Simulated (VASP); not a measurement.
# P (Fd-3m) in VASP: a series of runs, part 2 of 2

VASP 6.6.1. The steps go on from the part before.

**3. Single point, PBE (volume scaled by 0.4)**

File INCAR:

```
ALGO = Normal ; EDIFF = 1E-6
ENCUT = 520 ; GGA = PE
ISIF = 2 ; ISMEAR = -1
LASPH = T ; LCHARG = F
LREAL = F ; LWAVE = F
NBANDS = 12 ; NELM = 80
PREC = Accurate ; SIGMA = 0.1
```

File KPOINTS:

```
k-points
0
Gamma
  12 12 12
```

File POSCAR:

```
P
1.0
    0.0000000000      2.0218808074      2.0218808074
    2.0218808074      0.0000000000      2.0218808074
    2.0218808074      2.0218808074      0.0000000000
P
2
Direct
   -0.1250000000     -0.1250000000     -0.1250000000
    0.1250000000      0.1250000000      0.1250000000
```

Potentials or basis: VASP PAW PBE potentials, release 64 (P).

On the command line:

```
$ cat potpaw_PBE.64/P/POTCAR > POTCAR
$ mpirun -np 1 vasp_std > vasp.out
```

OUTCAR:

```text
EDIFF = 1E-6
   ENCUT = 520
   GGA = PE
   ISIF = 2
   ISMEAR = -1
   LASPH = T
   LREAL = F
   NELM = 80
   PREC = Accurate

 ion  position               nearest neighbor table
   1  0.875  0.875  0.875-   2 1.75   2 1.75   2 1.75   2 1.75
   2  0.125  0.125  0.125-   1 1.75   1 1.75   1 1.75   1 1.75

  LATTYP: Found a face centered cubic cell.
 ALAT       =     4.0437616148

  Lattice vectors:

 A1 = (   0.0000000000,   2.0218808074,   2.0218808074)
 A2 = (   2.0218808074,   0.0000000000,   2.0218808074)
 A3 = (   2.0218808074,   2.0218808074,   0.0000000000)

Analysis of symmetry for initial positions (statically):
=====================================================================
 Subroutine PRICEL returns:
 Original cell was already a primitive cell.

 Routine SETGRP: Setting up the symmetry group for a
 face centered cubic supercell.

 Subroutine GETGRP returns: Found 48 space group operations
 (whereof 12 operations were pure point group operations)
 out of a pool of 48 trial point group operations.

The static configuration has the point symmetry D_3d.
 The point group associated with its full space group is O_h .

Analysis of symmetry for dynamics (positions and initial velocities):
=====================================================================
 Subroutine PRICEL returns:
 Original cell was already a primitive cell.

 Routine SETGRP: Setting up the symmetry group for a
 face centered cubic supercell.

 Subroutine GETGRP returns: Found 48 space group operations
 (whereof 12 operations were pure point group operations)
 out of a pool of 48 trial point group operations.

The dynamic configuration has the point symmetry D_3d.
 The point group associated with its full space group is O_h .

 Subroutine INISYM returns: Found 48 space group operations
 (whereof 12 operations are pure point group operations),
 and found     1 'primitive' translations

----------------------------------------------------------------------------------------

                                     Primitive cell

  volume of cell :      16.5309

  direct lattice vectors                    reciprocal lattice vectors
     0.000000000  2.021880807  2.021880807    -0.247294498  0.247294498  0.247294498
     2.021880807  0.000000000  2.021880807     0.247294498 -0.247294498  0.247294498
     2.021880807  2.021880807  0.000000000     0.247294498  0.247294498 -0.247294498

  length of vectors
     2.859371259  2.859371259  2.859371259     0.428326636  0.428326636  0.428326636

  position of ions in fractional coordinates (direct lattice)
     0.875000000  0.875000000  0.875000000
     0.125000000  0.125000000  0.125000000

  ion indices of the primitive-cell ions
   primitive index   ion index
                 1           1
                 2           2

----------------------------------------------------------------------------------------

 KPOINTS: k-points

Automatic generation of k-mesh.
 Grid dimensions read from file:
 generate k-points for:   12   12   12

 Generating k-lattice:

  Cartesian coordinates                     Fractional coordinates (reciprocal lattice)
    -0.020607875  0.020607875  0.020607875     0.083333333  0.000000000  0.000000000
     0.020607875 -0.020607875  0.020607875     0.000000000  0.083333333  0.000000000
     0.020607875  0.020607875 -0.020607875     0.000000000  0.000000000  0.083333333

  Length of vectors
     0.035693886  0.035693886  0.035693886

  Shift w.r.t. Gamma in fractional coordinates (k-lattice)
     0.000000000  0.000000000  0.000000000

 Subroutine IBZKPT returns following result:
 ===========================================

 Found     72 irreducible k-points:

 Following reciprocal coordinates:
            Coordinates               Weight
  0.000000  0.000000  0.000000      1.000000
  0.083333  0.000000  0.000000      8.000000
  0.166667  0.000000  0.000000      8.000000
  0.250000  0.000000  0.000000      8.000000
  0.333333  0.000000  0.000000      8.000000
  0.416667  0.000000  0.000000      8.000000
[... 16 lines left out ...]
  0.500000  0.166667  0.000000     24.000000
 -0.416667  0.166667  0.000000     24.000000
 [... further k-points ...]
   k-points           NKPTS =     72   k-points in BZ     NKDIM =     72   number of bands    NBANDS=     12
   number of dos      NEDOS =    301   number of ions     NIONS =      2
   total plane-waves  NPLWV =  13824
   dimension x,y,z NGX =    24 NGY =   24 NGZ =   24
   dimension x,y,z NGXF=    48 NGYF=   48 NGZF=   48
   ions per type =               2
   NGX,Y,Z   is equivalent  to a cutoff of  13.95, 13.95, 13.95 a.u.
   NGXF,Y,Z  is equivalent  to a cutoff of  27.91, 27.91, 27.91 a.u.
 SYSTEM =  unknown system
   PREC   = accura    normal or accurate (medium, high low for compatibility)
   ISTART =      0    job   : 0-new  1-cont  2-samecut
   ICHARG =      2    charge: 1-file 2-atom 10-const
   ISPIN  =      1    spin polarized calculation?
   LNONCOLLINEAR =      F non collinear calculations
   LSORBIT =      F    spin-orbit coupling
   LASPH  =      T    aspherical Exc in radial PAW
   ENCUT  =  520.0 eV  38.22 Ry    6.18 a.u.   5.32  5.32  5.32*2*pi/ulx,y,z
   NELM   =     80;   NELMIN=  2; NELMDL= -5     # of ELM steps
   EDIFF  = 0.1E-05   stopping-criterion for ELM
   LREAL  =      F    real-space projection
   EDIFFG = 0.1E-04   stopping-criterion for IOM
   NSW    =      0    number of steps for IOM
   IBRION =     -1    ionic relax: 0-MD 1-quasi-New 2-CG
   NFREE  =      0    steps in history (QN), initial steepest desc. (CG)
   ISIF   =      2    stress and relaxation
   ISYM   =      2    0-nonsym 1-usesym 2-fastsym
   POTIM  = 0.5000    time-step for ionic-motion
   TEBEG  =    0.0;   TEEND  =   0.0 temperature during run
   PSTRESS=    0.0 pullay stress
   NELECT =      10.0000    total number of electrons
   NUPDOWN=      -1.0000    fix difference up-down
   EMIN   =  10.00;   EMAX   =-10.00  energy-range for DOS
   EFERMI =   0.00;   METHOD = LEGACY
   ISMEAR =    -1;   SIGMA  =   0.10  broadening in eV -4-tet -1-fermi 0-gaus
   EFERMI_NEDOS =   21; number of points for ismear=-14 and -15
   IALGO  =     38    algorithm
   IMIX   =      4    mixing-type and parameters
     AMIX     =   0.40;   BMIX     =  1.00
     AMIX_MAG =   1.60;   BMIX_MAG =  1.00
  volume/ion in A,a.u.               =       8.27        55.78
  Fermi-wavevector in a.u.,A,eV,Ry     =   1.384552  2.616424 26.082155  1.916984
  Thomas-Fermi vector in A             =   2.509045
   LORBIT       =      0    0 simple, 1 ext, 2 COOP (PROOUT), +10 PAW based schemes
   GGA     = PE    functional components
   LHFCALC =     F    Hartree Fock is set to
   AEXX    =    0.0000 exact exchange contribution
   IVDW    =     0    specifies the selected vdW correction
   LEPSILON=     F    determine dielectric tensor
   LRPA    =     F    only Hartree local field effects (RPA)
 non-spin polarized calculation
  energy-cutoff  :      520.00
  volume of cell :       16.53
 maximum number of plane-waves:       459
 NGX is ok and might be reduce to    24
   NGX = 11   NGY = 11   NGZ = 11

 number of electron      10.0000002 magnetization

 Free energy of the ion-electron system (eV)
  ---------------------------------------------------
  ext. energy  EPLUGINS =         0.00000000
  ---------------------------------------------------
  free energy    TOTEN  =         1.21936315 eV

  energy without entropy =        1.25227528  energy(sigma->0) =        1.23581922

 E-fermi :  19.2117     XC(G=0): -13.7078

 val. band max:       19.1419400368   @ k =  -0.3333   0.4167   0.1667
 cond. band min:      19.2258109362   @ k =   0.3333   0.2500   0.0833
 fundamental gap:      0.0838708994
 Fermi energy:        19.2117326150

 k-point     1 :       0.0000    0.0000    0.0000
  band No.  band energies     occupation
      1      -4.7293      2.00000
      2      15.1428      2.00000
      3      15.1428      2.00000
      4      15.1428      2.00000
      5      18.9567      1.85519
      6      18.9567      1.85519
      7      18.9567      1.85519
      8      25.3767      0.00000
      9      25.3767      0.00000
     10      28.9790      0.00000
     11      30.0028      0.00000
     12      33.0541      0.00000
[... 331 lines left out ...]
 k-point    24 :      -0.4167    0.1667    0.0000
  band No.  band energies     occupation
      1       0.6567      2.00000
      2       3.5751      2.00000
      3      10.1380      2.00000
      4      12.3600      2.00000
      5      17.9803      1.99999
      6      21.1482      0.00000
      7      22.4450      0.00000
      8      28.2763      0.00000
      9      28.4955      0.00000
     10      29.4914      0.00000
     11      34.2309      0.00000
     12      37.4169      0.00000

 [... further k-points ...]
[... 5 lines left out ...]
  --------------------------------------------------------------------------------------
  -------------------------------------------------------------------------------------
  Total       36.4602606     36.4602606     36.4602606     -0.0000000      0.0000000      0.0000000
  in kB     3533.7327865   3533.7327865   3533.7327865     -0.0000000      0.0000000      0.0000000
  external PRESSURE =    3533.7327865 kB  Pullay stress =       0.0000000 kB

 VOLUME and BASIS-vectors are now :
 -----------------------------------------------------------------------------
  energy-cutoff  :      520.00
  volume of cell :       16.53
      direct lattice vectors                 reciprocal lattice vectors
     0.000000000  2.021880807  2.021880807    -0.247294498  0.247294498  0.247294498
     2.021880807  0.000000000  2.021880807     0.247294498 -0.247294498  0.247294498
     2.021880807  2.021880807  0.000000000     0.247294498  0.247294498 -0.247294498

 POSITION                                       TOTAL-FORCE (eV/Angst)
 -----------------------------------------------------------------------------------
      3.53829      3.53829      3.53829        -0.000000      0.000000     -0.000000
      0.50547      0.50547      0.50547         0.000000     -0.000000      0.000000
 -----------------------------------------------------------------------------------
    total drift:                                0.000000      0.000000     -0.000000

  FREE ENERGIE OF THE ION-ELECTRON SYSTEM (eV)
  ---------------------------------------------------
  free  energy   TOTEN  =         1.2193631531 eV

  energy  without entropy=        1.2522752818  energy(sigma->0) =        1.23581922
```

OSZICAR:

```text
N       E                     dE             d eps       ncg     rms          rms(c)
DAV:   1     0.315111714959E+02    0.31511E+02   -0.50199E+03  1732   0.766E+02
DAV:   2     0.120482575520E+01   -0.30306E+02   -0.29101E+02  2284   0.138E+02
DAV:   3     0.421763751861E+00   -0.78306E+00   -0.77454E+00  2212   0.191E+01
DAV:   4     0.419210275671E+00   -0.25535E-02   -0.25528E-02  2028   0.134E+00
DAV:   5     0.419199995537E+00   -0.10280E-04   -0.10280E-04  2236   0.769E-02    0.220E+01
DAV:   6     0.100312938405E+01    0.58393E+00   -0.36850E-01  1932   0.332E+00    0.140E+01
DAV:   7     0.121233467577E+01    0.20921E+00   -0.55044E-01  2004   0.414E+00    0.148E+00
DAV:   8     0.121935567385E+01    0.70210E-02   -0.32727E-02  1876   0.116E+00    0.254E-01
DAV:   9     0.121936422822E+01    0.85544E-05   -0.33239E-04  2112   0.139E-01    0.210E-01
DAV:  10     0.121936217464E+01   -0.20536E-05   -0.65964E-06  2028   0.211E-02    0.165E-01
DAV:  11     0.121936315307E+01    0.97843E-06   -0.42684E-06  2020   0.122E-02
   1 F= 0.12193632E+01 E0= 0.12358192E+01  d E =-.329121E-01
```

Wall time 23 s (1 thread of AMD EPYC 7R43 (Zen 3), shared host); peak memory 0.1 GiB.

Results:

```
Free energy            : 1.2194 eV
Pressure               : 353.4 GPa
Band gap on the k mesh : zero (band 5 reaches 20.77 eV, above the bottom of band 6 at 15.00 eV)
```

Levels at points of the mesh, in eV from the Fermi level:
```tsv
k point	band 1	band 2	band 3	band 4	band 5	band 6	band 7	band 8	band 9	band 10
(0.00, 0.00, 0.00)	-23.94	-4.07	-4.07	-4.07	-0.26	-0.26	-0.26	6.16	6.16	9.77
(0.50, 0.00, 0.00)	-19.00	-16.32	-5.97	-5.97	-0.13	-0.13	0.86	7.60	11.29	11.29
(0.50, 0.50, 0.00)	-16.09	-16.09	-9.28	-9.28	-4.21	-4.21	12.14	12.14	14.93	14.93
```

**4. Single point, PBE (volume scaled by 0.5)**

File INCAR:

```
SYSTEM = P
PREC     = Accurate       ! precision mode
ENCUT    = 520            ! plane-wave cutoff, eV
EDIFF    = 1E-6           ! SCF threshold, eV
ISMEAR   = -1             ! smearing method
SIGMA    = 0.1            ! smearing width, eV
LREAL    = .FALSE.        ! projectors in reciprocal space
LASPH    = .TRUE.         ! aspherical terms in the spheres
NELM     = 60             ! most SCF steps
ALGO     = Normal         ! electronic algorithm
ISIF     = 2              ! what is computed and relaxed
LWAVE    = .FALSE.        ! write WAVECAR
LCHARG   = .TRUE.         ! write CHGCAR
GGA      = PE             ! functional
LELF     = .TRUE.         ! ELF
LVHAR    = .TRUE.       
NBANDS   = 12             ! bands
```

File KPOINTS:

```
regular mesh
0
G
  12 12 12
  0 0 0
```

File POSCAR:

```
P
1.0
    0.0000000000      2.1780050753      2.1780050753
    2.1780050753      0.0000000000      2.1780050753
    2.1780050753      2.1780050753      0.0000000000
P
2
Direct
   -0.1250000000     -0.1250000000     -0.1250000000
    0.1250000000      0.1250000000      0.1250000000
```

Potentials or basis: VASP PAW PBE potentials, release 64 (P).

On the command line:

```
$ cat potpaw_PBE.64/P/POTCAR > POTCAR
$ mpirun -np 1 vasp_std > vasp.out
```

OUTCAR:

```text
SYSTEM = P
   PREC = Accurate
   ENCUT = 520
   EDIFF = 1E-6
   ISMEAR = -1
   LREAL = .FALSE.
   LASPH = .TRUE.
   NELM = 60
   ISIF = 2
   GGA = PE

 ion  position               nearest neighbor table
   1  0.875  0.875  0.875-   2 1.89   2 1.89   2 1.89   2 1.89
   2  0.125  0.125  0.125-   1 1.89   1 1.89   1 1.89   1 1.89

  LATTYP: Found a face centered cubic cell.
 ALAT       =     4.3560101506

  Lattice vectors:

 A1 = (   0.0000000000,   2.1780050753,   2.1780050753)
 A2 = (   2.1780050753,   0.0000000000,   2.1780050753)
 A3 = (   2.1780050753,   2.1780050753,   0.0000000000)
[... 539 lines left out ...]
      8      23.1766      0.00000
      9      23.5655      0.00000
     10      24.2524      0.00000
     11      28.2606      0.00000
     12      31.1323      0.00000

 [... further k-points ...]
[... 5 lines left out ...]
  --------------------------------------------------------------------------------------
  -------------------------------------------------------------------------------------
  Total       19.5729059     19.5729059     19.5729059      0.0000000     -0.0000000      0.0000000
  in kB     1517.6066923   1517.6066923   1517.6066923      0.0000000     -0.0000000      0.0000000
  external PRESSURE =    1517.6066923 kB  Pullay stress =       0.0000000 kB

 VOLUME and BASIS-vectors are now :
 -----------------------------------------------------------------------------
  energy-cutoff  :      520.00
  volume of cell :       20.66
      direct lattice vectors                 reciprocal lattice vectors
     0.000000000  2.178005075  2.178005075    -0.229567876  0.229567876  0.229567876
     2.178005075  0.000000000  2.178005075     0.229567876 -0.229567876  0.229567876
     2.178005075  2.178005075  0.000000000     0.229567876  0.229567876 -0.229567876

 POSITION                                       TOTAL-FORCE (eV/Angst)
 -----------------------------------------------------------------------------------
      3.81151      3.81151      3.81151         0.000000      0.000000     -0.000000
      0.54450      0.54450      0.54450        -0.000000     -0.000000      0.000000
 -----------------------------------------------------------------------------------
    total drift:                                0.000000      0.000000      0.000000

  FREE ENERGIE OF THE ION-ELECTRON SYSTEM (eV)
  ---------------------------------------------------
  free  energy   TOTEN  =        -4.9060486433 eV

  energy  without entropy=       -4.8689778443  energy(sigma->0) =       -4.88751324
```

stdout:

```text
POSCAR found type information on POSCAR P
 POSCAR found :  1 types and       2 ions
 scaLAPACK will be used
 LDA part: xc-table for (Slater+PW92), standard interpolation
 POSCAR, INCAR and KPOINTS ok, starting setup
 FFT: planning ... GRIDC
 FFT: planning ... GRID_SOFT
 FFT: planning ... GRID
 WAVECAR not read
 entering main loop
```

It took 23 s on 1 thread of AMD EPYC 7R43 (Zen 3), shared host; peak memory 0.11 GiB.

Results:

```yaml
Free_energy: -4.9060 eV
Pressure: 151.8 GPa
Band_gap_on_the_k_mesh: zero (band 5 reaches 16.89 eV, above the bottom of band 6 at 11.91 eV)
```

Levels at points of the mesh, in eV from the Fermi level:
| k point | band 2 | band 3 | band 4 | band 5 | band 6 | band 7 | band 8 | band 9 |
| --- | --- | --- | --- | --- | --- | --- | --- | --- |
| (0.00, 0.00, 0.00) | -4.35 | -4.35 | -4.35 | -0.52 | -0.52 | -0.52 | 5.50 | 6.05 |
| (0.50, 0.00, 0.00) | -14.62 | -6.06 | -6.06 | -0.39 | 0.17 | 0.17 | 7.07 | 10.36 |
| (0.50, 0.50, 0.00) | -15.11 | -8.69 | -8.69 | -3.50 | -3.50 | 10.96 | 10.96 | 12.08 |

**5. Single point, PBE (volume scaled by 0.5)**

File INCAR:

```
ALGO     = Normal         # electronic algorithm
EDIFF    = 1E-7           # SCF threshold, eV
ENCUT    = 520            # plane-wave cutoff, eV
GGA      = PE             # functional
ISIF     = 2              # what is computed and relaxed
ISMEAR   = -1             # smearing method
LASPH    = T              # aspherical terms in the spheres
LCHARG   = F              # write CHGCAR
LREAL    = F              # projectors in reciprocal space
LWAVE    = F              # write WAVECAR
NBANDS   = 12             # bands
NELM     = 100            # most SCF steps
PREC     = Accurate       # precision mode
SIGMA    = 0.1            # smearing width, eV
```

File KPOINTS:

```
k-points
0
Gamma
  12 12 12
```

POSCAR is that of step 4.

On the command line:

```
$ cat potpaw_PBE.64/P/POTCAR > POTCAR
$ mpirun -np 1 vasp_std > vasp.out
```

Wall time 23 s (1 thread of AMD EPYC 7R43 (Zen 3), shared host); peak memory 0.1 GiB.

Results (log left out):

- Free energy: -4.9060 eV
- Pressure: 151.8 GPa
- Band gap on the k mesh: zero (band 5 reaches 16.89 eV, above the bottom of band 6 at 11.91 eV)

Levels at points of the mesh, in eV from the Fermi level:
```
           k point  band 2  band 3  band 4  band 5  band 6  band 7  band 8  band 9
(0.00, 0.00, 0.00)   -4.35   -4.35   -4.35   -0.52   -0.52   -0.52    5.50    6.05
(0.50, 0.00, 0.00)  -14.62   -6.06   -6.06   -0.39    0.17    0.17    7.07   10.36
(0.50, 0.50, 0.00)  -15.11   -8.69   -8.69   -3.50   -3.50   10.96   10.96   12.08
```
